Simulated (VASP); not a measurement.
Write the native input for VASP 6.6.1 that does the following.

* Task: single point
* Functional: PBEsol
* Potentials or basis: VASP PAW PBE potentials, release 64 (Ti_sv)
* Cutoff: 520 eV
* k mesh: 9 × 9 × 2
* Occupations: gaussian, width 0.1 eV
* Spin: no spin polarisation
* Dipole correction: no
* Further INCAR settings: ALGO = Normal; EDIFF = 1e-06; NBANDS = 32

The structure of Ti lies in POSCAR:

```
Ti
1.0
    2.9654869832      0.0000000000      0.0000000000
   -1.4827434916      2.5681870621      0.0000000000
    0.0000000000      0.0000000000      9.5642808275
Ti
4
Direct
    0.0000000000      0.0000000000      0.0000000000
    0.0000000000      0.0000000000      0.5000000000
    0.3333333333      0.6666666667      0.7500000000
    0.6666666667      0.3333333333      0.2500000000
```

These files were run (other wordings do the same):

INCAR

```
SYSTEM = Ti
PREC = Accurate
ENCUT = 520
EDIFF = 1E-6
ISMEAR = 0
SIGMA = 0.1
LREAL = .False.
LASPH = .True.
NELM = 100
ALGO = Normal
ISIF = 2
LWAVE = .False.
LCHARG = .False.
GGA = PS
NBANDS = 32
```

KPOINTS

```
Automatic mesh
0
Gamma
  9 9 2
  0 0 0
```

Potentials or basis: VASP PAW PBE potentials, release 64 (Ti_sv).

Launch:

```console
$ cat potpaw_PBE.64/Ti_sv/POTCAR > POTCAR
$ mpirun -np 1 vasp_std > vasp.out
```

Results of the run:

```yaml
Pressure: -8.4 GPa
Band_gap_on_the_k_mesh: zero (band 24 reaches 8.30 eV, above the bottom of band 25 at 7.28 eV)
```

Caveat: the PAW data sets were made with another functional, which shifts forces and pressure a little.

Wall time 42 s on 1 thread of AMD EPYC 9R45 96-Core Processor (Zen 5), with other jobs on the host, peak memory 0.17 GiB.
